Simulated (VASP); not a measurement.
Here is a VASP 6.6.1 calculation.

File INCAR:

```
PREC = Accurate
ENCUT = 600
EDIFF = 1E-6
ISMEAR = 0
SIGMA = 0.1
LREAL = F
LASPH = T
NELM = 60
ALGO = Normal
ISIF = 3
LWAVE = F
LCHARG = F
IBRION = 2
NSW = 100
EDIFFG = -0.002
```

KPOINTS

```
regular mesh
0
Gamma
  14 14 14
```

The input POSCAR:

```
Na
1.0
   -2.1175000000      2.1175000000      2.1175000000
    2.1175000000     -2.1175000000      2.1175000000
    2.1175000000      2.1175000000     -2.1175000000
Na
1
Direct
    0.0000000000      0.0000000000      0.0000000000
```

Potentials or basis: VASP PAW LDA potentials, release 64 (Na_pv).

Launch:

```sh
$ cat potpaw_LDA.64/Na_pv/POTCAR > POTCAR
$ mpirun -np 1 vasp_std > vasp.out
```

(1) Estimate the band gap on the k mesh.

(2) Estimate the relaxed cell.

(3) Estimate the relaxed volume.

(4) Estimate the space group after relaxing (to 0.1 Å).

Answers

(1) zero (an odd number of electrons rules out a gap without spin polarisation).

(2) a = 3.505 Å, b = 3.505 Å, c = 3.505 Å, α = 109.47°, β = 109.47°, γ = 109.47°.

(3) 33.15 Å³/atom.

(4) Im-3m (No. 229).
